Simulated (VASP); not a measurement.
# MgS (ha.bB) (F-43m) in VASP: notebook

Runs on MgS (ha.bB). Level: PBEsol. Tasks: single point, relaxation of cell and atoms.

Program: VASP 6.6.1. These are calculated values, not measurements. Logs are shortened: lines on timing, memory, paths and dates and some standing lists are left out, and cuts for length are marked.

## (1) The cell of the first run

Symmetry: F-43m, No. 216, cubic system. Conventional cell: a = 5.652 Å, b = 5.652 Å, c = 5.652 Å, α = 90.00°, β = 90.00°, γ = 90.00°. Mg (site symmetry -43m) has 4 S at 2.45 Å within 3.2 Å. S (site symmetry -43m) has 4 Mg at 2.45 Å within 3.2 Å.

## (2) Single point, PBEsol

Input file INCAR:

```
SYSTEM = MgS
  PREC = Accurate
  ENCUT = 600
  EDIFF = 1E-6
  ISMEAR = 0
  SIGMA = 0.02
  LREAL = .FALSE.
  LASPH = .TRUE.
  NELM = 120
  ALGO = Normal
  ISIF = 2
  LWAVE = .FALSE.
  LCHARG = .TRUE.
  GGA = PS
  LELF = .TRUE.
  LVHAR = .TRUE.
  NBANDS = 11
  GGA_COMPAT = .FALSE.
```

Input file KPOINTS:

```
Automatic mesh
0
G
  8 8 8
  0 0 0
```

Input file POSCAR:

```
MgS
1.0
    0.0000000000      2.8257734658      2.8257734658
    2.8257734658      0.0000000000      2.8257734658
    2.8257734658      2.8257734658      0.0000000000
Mg S
1 1
Direct
    0.0000000000      0.0000000000      0.0000000000
    0.2500000000      0.2500000000      0.2500000000
```

Potentials or basis: VASP PAW PBE potentials, release 64 (Mg, S).

Started as:

```console
> cat potpaw_PBE.64/Mg/POTCAR potpaw_PBE.64/S/POTCAR > POTCAR
> mpirun -np 1 vasp_std > vasp.out
```

OUTCAR:

```text
SYSTEM = MgS
   PREC = Accurate
   ENCUT = 600
   EDIFF = 1E-6
   ISMEAR = 0
   LREAL = .FALSE.
   LASPH = .TRUE.
   NELM = 120
   ISIF = 2
   GGA = PS

 ion  position               nearest neighbor table
   1  0.000  0.000  0.000-   2 2.45   2 2.45   2 2.45   2 2.45
   2  0.250  0.250  0.250-   1 2.45   1 2.45   1 2.45   1 2.45

  LATTYP: Found a face centered cubic cell.
 ALAT       =     5.6515469316

  Lattice vectors:

 A1 = (   0.0000000000,   2.8257734658,   2.8257734658)
 A2 = (   2.8257734658,   0.0000000000,   2.8257734658)
 A3 = (   2.8257734658,   2.8257734658,   0.0000000000)

Analysis of symmetry for initial positions (statically):
=====================================================================
 Subroutine PRICEL returns:
 Original cell was already a primitive cell.

 Routine SETGRP: Setting up the symmetry group for a
 face centered cubic supercell.

 Subroutine GETGRP returns: Found 24 space group operations
 (whereof 24 operations were pure point group operations)
 out of a pool of 48 trial point group operations.

The static configuration has the point symmetry T_d .

Analysis of symmetry for dynamics (positions and initial velocities):
=====================================================================
 Subroutine PRICEL returns:
 Original cell was already a primitive cell.

 Routine SETGRP: Setting up the symmetry group for a
 face centered cubic supercell.

 Subroutine GETGRP returns: Found 24 space group operations
 (whereof 24 operations were pure point group operations)
 out of a pool of 48 trial point group operations.

The dynamic configuration has the point symmetry T_d .

 Subroutine INISYM returns: Found 24 space group operations
 (whereof 24 operations are pure point group operations),
 and found     1 'primitive' translations

----------------------------------------------------------------------------------------

                                     Primitive cell

  volume of cell :      45.1276

  direct lattice vectors                    reciprocal lattice vectors
     0.000000000  2.825773466  2.825773466    -0.176942705  0.176942705  0.176942705
     2.825773466  0.000000000  2.825773466     0.176942705 -0.176942705  0.176942705
     2.825773466  2.825773466  0.000000000     0.176942705  0.176942705 -0.176942705

  length of vectors
     3.996247160  3.996247160  3.996247160     0.306473755  0.306473755  0.306473755

  position of ions in fractional coordinates (direct lattice)
     0.000000000  0.000000000  0.000000000
     0.250000000  0.250000000  0.250000000

  ion indices of the primitive-cell ions
   primitive index   ion index
                 1           1
                 2           2

----------------------------------------------------------------------------------------

 KPOINTS: Automatic mesh

Automatic generation of k-mesh.
 Grid dimensions read from file:
 generate k-points for:    8    8    8

 Generating k-lattice:

  Cartesian coordinates                     Fractional coordinates (reciprocal lattice)
    -0.022117838  0.022117838  0.022117838     0.125000000  0.000000000  0.000000000
     0.022117838 -0.022117838  0.022117838     0.000000000  0.125000000  0.000000000
     0.022117838  0.022117838 -0.022117838     0.000000000  0.000000000  0.125000000

  Length of vectors
     0.038309219  0.038309219  0.038309219

  Shift w.r.t. Gamma in fractional coordinates (k-lattice)
     0.000000000  0.000000000  0.000000000

 Subroutine IBZKPT returns following result:
 ===========================================

 Found     29 irreducible k-points:

 Following reciprocal coordinates:
            Coordinates               Weight
  0.000000  0.000000  0.000000      1.000000
  0.125000  0.000000  0.000000      8.000000
  0.250000  0.000000  0.000000      8.000000
  0.375000  0.000000  0.000000      8.000000
  0.500000  0.000000  0.000000      4.000000
  0.125000  0.125000  0.000000      6.000000
[... 16 lines left out ...]
  0.500000  0.250000  0.125000     48.000000
 -0.375000  0.250000  0.125000     24.000000
 [... further k-points ...]
   k-points           NKPTS =     29   k-points in BZ     NKDIM =     29   number of bands    NBANDS=     11
   number of dos      NEDOS =    301   number of ions     NIONS =      2
   total plane-waves  NPLWV =  32768
   dimension x,y,z NGX =    32 NGY =   32 NGZ =   32
   dimension x,y,z NGXF=    64 NGYF=   64 NGZF=   64
   ions per type =               1   1
   NGX,Y,Z   is equivalent  to a cutoff of  13.31, 13.31, 13.31 a.u.
   NGXF,Y,Z  is equivalent  to a cutoff of  26.62, 26.62, 26.62 a.u.
 SYSTEM =  MgS
   PREC   = accura    normal or accurate (medium, high low for compatibility)
   ISTART =      0    job   : 0-new  1-cont  2-samecut
   ICHARG =      2    charge: 1-file 2-atom 10-const
   ISPIN  =      1    spin polarized calculation?
   LNONCOLLINEAR =      F non collinear calculations
   LSORBIT =      F    spin-orbit coupling
   LASPH  =      T    aspherical Exc in radial PAW
   ENCUT  =  600.0 eV  44.10 Ry    6.64 a.u.   7.98  7.98  7.98*2*pi/ulx,y,z
   NELM   =    120;   NELMIN=  2; NELMDL= -5     # of ELM steps
   EDIFF  = 0.1E-05   stopping-criterion for ELM
   LREAL  =      F    real-space projection
   EDIFFG = 0.1E-04   stopping-criterion for IOM
   NSW    =      0    number of steps for IOM
   IBRION =     -1    ionic relax: 0-MD 1-quasi-New 2-CG
   NFREE  =      0    steps in history (QN), initial steepest desc. (CG)
   ISIF   =      2    stress and relaxation
   ISYM   =      2    0-nonsym 1-usesym 2-fastsym
   POTIM  = 0.5000    time-step for ionic-motion
   TEBEG  =    0.0;   TEEND  =   0.0 temperature during run
   PSTRESS=    0.0 pullay stress
   NELECT =       8.0000    total number of electrons
   NUPDOWN=      -1.0000    fix difference up-down
   EMIN   =  10.00;   EMAX   =-10.00  energy-range for DOS
   EFERMI =   0.00;   METHOD = LEGACY
   ISMEAR =     0;   SIGMA  =   0.02  broadening in eV -4-tet -1-fermi 0-gaus
   EFERMI_NEDOS =   21; number of points for ismear=-14 and -15
   IALGO  =     38    algorithm
   IMIX   =      4    mixing-type and parameters
     AMIX     =   0.40;   BMIX     =  1.00
     AMIX_MAG =   1.60;   BMIX_MAG =  1.00
  volume/ion in A,a.u.               =      22.56       152.27
  Fermi-wavevector in a.u.,A,eV,Ry     =   0.919653  1.737893 11.507294  0.845762
  Thomas-Fermi vector in A             =   2.044871
   LORBIT       =      0    0 simple, 1 ext, 2 COOP (PROOUT), +10 PAW based schemes
   GGA     = PS    functional components
   LHFCALC =     F    Hartree Fock is set to
   AEXX    =    0.0000 exact exchange contribution
   IVDW    =     0    specifies the selected vdW correction
   LEPSILON=     F    determine dielectric tensor
   LRPA    =     F    only Hartree local field effects (RPA)
 non-spin polarized calculation
 Gauss-broadening in eV      SIGMA  =   0.02
  energy-cutoff  :      600.00
  volume of cell :       45.13
 maximum number of plane-waves:      1540
   NGX = 15   NGY = 15   NGZ = 15

 number of electron       8.0000000 magnetization

 Free energy of the ion-electron system (eV)
  ---------------------------------------------------
  ext. energy  EPLUGINS =         0.00000000
  ---------------------------------------------------
  free energy    TOTEN  =        -8.91806681 eV

  energy without entropy =       -8.91806681  energy(sigma->0) =       -8.91806681

 E-fermi :   1.1638     XC(G=0):  -8.5979

 val. band max:        1.0352197484   @ k =   0.0000   0.0000   0.0000
 cond. band min:       4.3580578828   @ k =   0.0000   0.0000   0.0000
 fundamental gap:      3.3228381344
 Fermi energy:         1.1637711658

 k-point     1 :       0.0000    0.0000    0.0000
  band No.  band energies     occupation
      1     -10.2521      2.00000
      2       1.0352      2.00000
      3       1.0352      2.00000
      4       1.0352      2.00000
      5       4.3581      0.00000
      6       8.9219      0.00000
      7       8.9219      0.00000
      8       8.9219      0.00000
      9      11.8304      0.00000
     10      11.8304      0.00000
     11      14.6267      0.00000

 k-point     2 :       0.1250    0.0000    0.0000
  band No.  band energies     occupation
      1     -10.1624      2.00000
      2       0.3310      2.00000
      3       0.9810      2.00000
      4       0.9810      2.00000
      5       5.0347      0.00000
      6       8.7275      0.00000
      7       9.1008      0.00000
      8       9.1008      0.00000
      9      11.3485      0.00000
     10      11.3485      0.00000
     11      13.9771      0.00000

 k-point     3 :       0.2500    0.0000    0.0000
  band No.  band energies     occupation
      1      -9.9299      2.00000
      2      -0.8658      2.00000
      3       0.8586      2.00000
      4       0.8586      2.00000
      5       5.8982      0.00000
      6       8.7448      0.00000
      7       9.1278      0.00000
      8       9.1278      0.00000
      9      11.3989      0.00000
     10      11.3989      0.00000
     11      13.1151      0.00000

 k-point     4 :       0.3750    0.0000    0.0000
  band No.  band energies     occupation
      1      -9.6689      2.00000
      2      -1.8090      2.00000
      3       0.7466      2.00000
      4       0.7466      2.00000
      5       6.0792      0.00000
      6       8.7585      0.00000
      7       8.7585      0.00000
      8       9.2685      0.00000
      9      12.7169      0.00000
     10      12.7169      0.00000
     11      13.1431      0.00000
[... 239 lines left out ...]
 k-point    22 :       0.3750    0.2500    0.1250
  band No.  band energies     occupation
      1      -9.7497      2.00000
      2      -1.0730      2.00000
      3       0.1702      2.00000
      4       0.6501      2.00000
      5       6.6215      0.00000
      6       7.9196      0.00000
      7       8.5199      0.00000
      8      10.1823      0.00000
      9      10.6920      0.00000
     10      13.3832      0.00000
     11      15.3477      0.00000

 k-point    23 :       0.5000    0.2500    0.1250
  band No.  band energies     occupation
      1      -9.5330      2.00000
      2      -1.5838      2.00000
      3      -0.1871      2.00000
      4       0.4696      2.00000
      5       6.8902      0.00000
      6       7.7206      0.00000
      7       8.8605      0.00000
      8      10.0150      0.00000
      9      11.8352      0.00000
     10      14.4704      0.00000
     11      15.0563      0.00000

 k-point    24 :      -0.3750    0.2500    0.1250
  band No.  band energies     occupation
      1      -9.4365      2.00000
      2      -1.8048      2.00000
      3      -0.2933      2.00000
      4       0.3726      2.00000
      5       6.9672      0.00000
      6       7.4307      0.00000
      7       9.7156      0.00000
      8       9.8099      0.00000
      9      12.3739      0.00000
     10      13.7906      0.00000
     11      15.2124      0.00000

 [... further k-points ...]
[... 5 lines left out ...]
  --------------------------------------------------------------------------------------
  -------------------------------------------------------------------------------------
  Total       -0.0181504     -0.0181504     -0.0181504      0.0000000      0.0000000      0.0000000
  in kB       -0.6443977     -0.6443977     -0.6443977      0.0000000      0.0000000      0.0000000
  external PRESSURE =      -0.6443977 kB  Pullay stress =       0.0000000 kB

 VOLUME and BASIS-vectors are now :
 -----------------------------------------------------------------------------
  energy-cutoff  :      600.00
  volume of cell :       45.13
      direct lattice vectors                 reciprocal lattice vectors
     0.000000000  2.825773466  2.825773466    -0.176942705  0.176942705  0.176942705
     2.825773466  0.000000000  2.825773466     0.176942705 -0.176942705  0.176942705
     2.825773466  2.825773466  0.000000000     0.176942705  0.176942705 -0.176942705

 POSITION                                       TOTAL-FORCE (eV/Angst)
 -----------------------------------------------------------------------------------
      0.00000      0.00000      0.00000         0.000000      0.000000      0.000000
      1.41289      1.41289      1.41289        -0.000000     -0.000000     -0.000000
 -----------------------------------------------------------------------------------
    total drift:                               -0.000000     -0.000000     -0.000000

  FREE ENERGIE OF THE ION-ELECTRON SYSTEM (eV)
  ---------------------------------------------------
  free  energy   TOTEN  =        -8.9180668116 eV

  energy  without entropy=       -8.9180668116  energy(sigma->0) =       -8.91806681
```

Wall time 12 s (1 thread of Intel Xeon Platinum 8488C (Sapphire Rapids), shared host); peak memory 0.18 GiB.

Results:

* Free energy: -8.9181 eV
* Pressure: -0.1 GPa
* Band gap on the k mesh: 3.32 eV, direct

Levels at points of the mesh, in eV from the valence-band top:
```tsv
k point	band 1	band 2	band 3	band 4	band 5	band 6	band 7	band 8
(0.00, 0.00, 0.00)	-11.29	0.00	0.00	0.00	3.32	7.89	7.89	7.89
(0.50, 0.00, 0.00)	-10.59	-3.20	-0.33	-0.33	5.01	7.55	7.55	8.45
(0.50, 0.50, 0.00)	-10.36	-2.87	-1.06	-1.06	3.71	5.55	11.08	12.20
```

Caveat: the PAW data sets were made with another functional, which shifts forces and pressure a little. A k mesh can miss the band edges.

## (3) Relaxation of cell and atoms, PBEsol

This run uses another cell than the first one, of 22.67 Å³/atom, 1.004 times its volume.

Input file INCAR:

```
SYSTEM = MgS
  ALGO = Normal
  EDIFF = 1E-7
  EDIFFG = -0.002
  ENCUT = 600
  GGA = PS
  GGA_COMPAT = .False.
  IBRION = 2
  ISIF = 3
  ISMEAR = 0
  LASPH = .True.
  LCHARG = .False.
  LREAL = .False.
  LWAVE = .False.
  NELM = 120
  NELMIN = 4
  NSW = 100
  PREC = Accurate
  SIGMA = 0.02
```

Input file KPOINTS:

```
k-points
0
Gamma
  8 8 8
  0 0 0
```

Input file POSCAR:

```
MgS
1.0
    0.0000000000      2.8300000000      2.8300000000
    2.8300000000      0.0000000000      2.8300000000
    2.8300000000      2.8300000000      0.0000000000
Mg S
1 1
Direct
    0.0000000000      0.0000000000      0.0000000000
    0.2500000000      0.2500000000      0.2500000000
```

Potentials or basis: VASP PAW PBE potentials, release 64 (Mg, S).

Started as:

```console
> cat potpaw_PBE.64/Mg/POTCAR potpaw_PBE.64/S/POTCAR > POTCAR
> mpirun -np 1 vasp_std > vasp.out
```

Wall time 20 s (1 thread of Intel Xeon Platinum 8488C (Sapphire Rapids), shared host); peak memory 0.18 GiB.

Results (log left out):

| Property | Result |
| --- | --- |
| Free energy | -8.9181 eV |
| Relaxed volume | 22.54 Å³/atom |
| Relaxed cell | a = 3.995 Å, b = 3.995 Å, c = 3.995 Å, α = 60.00°, β = 60.00°, γ = 60.00° |
| Space group after relaxing (to 0.05 Å) | F-43m (No. 216) |
| Energy gained by relaxing | 0.1 meV/atom |
| Ionic steps | 3 |
| Pressure after relaxing | 0.0 GPa |
| Band gap on the k mesh | 3.33 eV, direct |

Step by step:
```csv
step,energy change (eV),largest force (eV/Å),pressure (GPa),volume (Å³)
1,0.0000,0.0000,-0.32,45.33
2,-0.0002,0.0000,0.06,45.04
3,-0.0003,0.0000,0.00,45.08
```

Final structure:
```
Mg S
1.0
     0.00000    2.82480    2.82480
     2.82480    0.00000    2.82480
     2.82480    2.82480    0.00000
Mg S
1 1
Direct
  0.00000 0.00000 0.00000
  0.25000 0.25000 0.25000
```

Levels at points of the mesh, in eV from the valence-band top:
| k point | band 1 | band 2 | band 3 | band 4 | band 5 | band 6 | band 7 | band 8 |
| --- | --- | --- | --- | --- | --- | --- | --- | --- |
| (0.00, 0.00, 0.00) | -11.29 | 0.00 | 0.00 | 0.00 | 3.33 | 7.89 | 7.89 | 7.89 |
| (0.50, 0.00, 0.00) | -10.59 | -3.21 | -0.33 | -0.33 | 5.02 | 7.55 | 7.55 | 8.45 |
| (0.50, 0.50, 0.00) | -10.36 | -2.87 | -1.06 | -1.06 | 3.70 | 5.55 | 11.09 | 12.21 |

Caveat: the PAW data sets were made with another functional, which shifts forces and pressure a little. A k mesh can miss the band edges.
